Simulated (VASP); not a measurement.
Runs of VASP 6.6.1 on HgTe. The structure is that of space group P6_3/mmc (No. 194), or close to it. The cells are those of the table. 

```csv
level,cell,gap on the mesh (eV),pressure (GPa)
r2SCAN,"a = 4.721, b = 4.721, c = 7.049 Å, angles 90.0, 90.0, 120.0°, 4 atoms",none,2.8
PBE,"a = 4.820, b = 4.820, c = 7.196 Å, angles 90.0, 90.0, 120.0°, 4 atoms",none,1.3
PBE,"a = 4.777, b = 4.777, c = 7.149 Å, angles 90.0, 90.0, 120.0°, 4 atoms",none,2.4
PBE,"a = 4.877, b = 4.877, c = 7.298 Å, angles 90.0, 90.0, 120.0°, 4 atoms",none,0.0
PBE,"a = 4.925, b = 4.925, c = 7.370 Å, angles 90.0, 90.0, 120.0°, 4 atoms",none,(a)
r2SCAN,"a = 4.914, b = 4.914, c = 7.337 Å, angles 90.0, 90.0, 120.0°, 4 atoms",none,(c)
PBE,"a = 4.828, b = 4.828, c = 7.224 Å, angles 90.0, 90.0, 120.0°, 4 atoms",none,(b)
r2SCAN,"a = 4.820, b = 4.820, c = 7.196 Å, angles 90.0, 90.0, 120.0°, 4 atoms",none,0.1
r2SCAN,"a = 4.867, b = 4.867, c = 7.267 Å, angles 90.0, 90.0, 120.0°, 4 atoms",none,-0.9
r2SCAN,"a = 4.771, b = 4.771, c = 7.124 Å, angles 90.0, 90.0, 120.0°, 4 atoms",none,1.3
PBE,"a = 4.972, b = 4.972, c = 7.441 Å, angles 90.0, 90.0, 120.0°, 4 atoms",none,-1.6
```

Alike in all rows: task single point; potentials or basis VASP PAW PBE potentials, release 64 (Hg, Te); no spin polarisation; k mesh 6 × 6 × 4; cutoff (eV) 520; smearing fermi-dirac 0.02 eV.

Fill in the values left out.

(a) -0.8; (b) 1.1; (c) -1.8.

Caveats: spin-orbit coupling is left out, which moves the levels of the heavy elements; the PAW data sets were made with another functional, which shifts forces and pressure a little (some runs).

A k mesh can miss the band edges, and the runs leave out spin-orbit coupling on Hg, Te.

A gap of «none» marks levels without a gap at the run's occupations.
